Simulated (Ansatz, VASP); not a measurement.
## Fe: VASP beside Ansatz

```
CELL_PARAMETERS angstrom
2.48583 0.00000 0.00000
-1.24291 2.15279 0.00000
0.00000 0.00000 8.14593
ATOMIC_POSITIONS crystal
Fe 0.00000 0.00000 0.00000
Fe 0.00000 0.00000 0.50000
Fe 0.33333 0.66667 0.25000
Fe 0.66667 0.33333 0.75000
```

Alike in both runs: functional BLYP; k mesh 14 × 14 × 4; occupations fermi-dirac, width 0.05 eV; collinear spin.

Ansatz relaxed the structure, and its values are those at the end. VASP's run is a single point on that final structure, the one shown.

|  | VASP | Ansatz |
| --- | --- | --- |
| version | VASP 6.6.1 | Ansatz 0.2.0 |
| potentials or method | VASP PAW PBE potentials, release 64 (Fe), cutoff 520 eV | plane waves (420 eV) with PAW, scalar-relativistic |
| valence electrons in the cell | 32 | 64 |

|  | VASP | Ansatz | Ansatz less VASP |
| --- | --- | --- | --- |
| pressure (GPa) | 0.2 | 0.0 | -0.19 |
| net moment per atom (μB) | 0.33 | 0.33 | +0.001 |
| size of the moment on the site where the two differ most (μB) | 0.64 | 0.62 | -0.019 |

VASP's potentials were made for PBE, not for BLYP. Site moments also hang on the region over which each program counts them. With one functional, cell and mesh, what is left measures potentials, basis and numerics. VASP's potentials hold 32 valence electrons a cell and Ansatz's 64, so a difference there can come from the potentials and not from the codes. Ansatz's warnings: seeded moment not kept.
